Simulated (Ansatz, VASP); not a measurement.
One calculation of AlO, two programs

INCAR

```
SYSTEM = AlO
PREC = Accurate ; ENCUT = 520
EDIFF = 1E-6 ; ISMEAR = 0
SIGMA = 0.1 ; LREAL = .False.
LASPH = .True. ; NELM = 100
ALGO = Normal ; ISIF = 2
LWAVE = .False. ; LCHARG = .False.
GGA = PE ; NBANDS = 28
```

Contents of KPOINTS:

```
regular mesh
0
Gamma
  6 6 1
  0 0 0
```

Contents of POSCAR:

```
AlO
1.0
    2.9731059046      0.0000000000      0.0000000000
   -1.4865529523      2.5747852415      0.0000000000
    0.0000000000      0.0000000000     15.5699063560
Al O
4 4
Direct
    0.0000000000      1.0000000000      0.3344502133
    0.0000000000      1.0000000000      0.8344502133
    1.0000000000      0.0000000000      0.1655497867
    1.0000000000      0.0000000000      0.6655497867
    0.3333333333      0.6666666667      0.3771152714
    0.3333333333      0.6666666667      0.8771152714
    0.6666666667      0.3333333333      0.1228847286
    0.6666666667      0.3333333333      0.6228847286
```

Input for Ansatz:

```yaml
crystal:
  lattice:
    - [2.9731059046, 0.0, 0.0]
    - [-1.4865529523, 2.5747852415, 0.0]
    - [0.0, 0.0, 15.569906356]
  atoms:
    - { symbol: Al, position: [0.0, 1.0, 0.3344502133] }
    - { symbol: Al, position: [0.0, 1.0, 0.8344502133] }
    - { symbol: Al, position: [1.0, 0.0, 0.1655497867] }
    - { symbol: Al, position: [1.0, 0.0, 0.6655497867] }
    - { symbol: O, position: [0.3333333333, 0.6666666667, 0.3771152714] }
    - { symbol: O, position: [0.3333333333, 0.6666666667, 0.8771152714] }
    - { symbol: O, position: [0.6666666667, 0.3333333333, 0.1228847286] }
    - { symbol: O, position: [0.6666666667, 0.3333333333, 0.6228847286] }
basis:
  ecutwfc: 420
kpoints:
  mp_grid: { grid: [6, 6, 1] }
hamiltonian:
  xc: pbe
scf:
  occupations: { method: gaussian, width: 0.1 }
  lower_state_search: "off"
output:
  forces: true
  stress: true
  eigenvalues: true
```

Alike in both runs: task single point; functional PBE; k mesh 6 × 6 × 1; occupations gaussian, width 0.1 eV; no spin polarisation.

|  | VASP | Ansatz |
| --- | --- | --- |
| version | VASP 6.6.1 | Ansatz 0.2.0 |
| potentials or method | VASP PAW PBE potentials, release 64 (Al, O), cutoff 520 eV | scalar-relativistic, plane waves, PAW |
| valence electrons in the cell | 36 | 36 |

```csv
,VASP,Ansatz,Ansatz less VASP
gap on the k mesh at the Fermi level (eV),1.11,1.09,-0.010
least direct gap on the mesh (eV),1.76,1.76,-0.007
pressure (GPa),0.0,0.0,+0.06
"traceless stress, the component that is largest in VASP (GPa)",-0.13,0.02,+0.151
rms of the force components (eV/Å),0.012,0.000,-0.0117
```

Atom by atom the forces differ by 0.012 eV/Å (rms over components).
